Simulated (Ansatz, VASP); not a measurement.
# One calculation of Mg, two programs

```
Mg
1.0
     0.00000    3.60719    3.60719
     3.60719    0.00000    3.60719
     3.60719    3.60719    0.00000
Mg
2
Direct
  0.12500 0.12500 0.12500
  0.87500 0.87500 0.87500
```

Alike in both runs: task single point; functional revPBE; k mesh 9 × 9 × 9; occupations fermi-dirac, width 0.1 eV; no spin polarisation.

|  | VASP | Ansatz |
| --- | --- | --- |
| version | VASP 6.6.1 | Ansatz 0.2.0 |
| potentials or method | VASP PAW PBE potentials, release 64 (Mg), cutoff 520 eV | plane waves (420 eV) with PAW, scalar-relativistic |
| valence electrons in the cell | 4 | 20 |

|  | VASP | Ansatz | Ansatz less VASP |
| --- | --- | --- | --- |
| pressure (GPa) | -0.9 | -0.9 | +0.03 |

VASP's potentials were made for PBE, not for revPBE. VASP's potentials hold 4 valence electrons a cell and Ansatz's 20, so a difference there can come from the potentials and not from the codes.
